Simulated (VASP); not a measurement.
Ga, 1 atom in the cell. The structure is tetragonal, space group I4/mmm (No. 139). The conventional cell has a = 2.758 Å, b = 2.758 Å, c = 4.484 Å, α = 90.00°, β = 90.00°, γ = 90.00°. Ga (site symmetry 4/mmm) has 12 Ga at 2.76 to 2.97 Å within 3.6 Å. 

```yaml
Program: VASP 6.6.1
Task: single point
Functional: PBEsol
Potentials_or_basis: VASP PAW PBE potentials, release 64 (Ga_d)
Cutoff: 520 eV
k_mesh: 13 × 13 × 13
Occupations: fermi-dirac, width 0.05 eV
Spin: no spin polarisation
Dipole_correction: no
Further_INCAR_settings: ALGO = Normal; EDIFF = 1e-06; NBANDS = 12
```

Potentials or basis: VASP PAW PBE potentials, release 64 (Ga_d).

Command:

```bash
$ cat potpaw_PBE.64/Ga_d/POTCAR > POTCAR
$ mpirun -np 1 vasp_std > vasp.out
```

Hardware: 1 thread of Intel(R) Xeon(R) Platinum 8488C (Sapphire Rapids) (shared host).

Estimate the wall time of this run.

Wall time 16 s on 1 thread of Intel(R) Xeon(R) Platinum 8488C (Sapphire Rapids), with other jobs on the host, peak memory 0.16 GiB. Counts: scf iterations 10, k points 196.
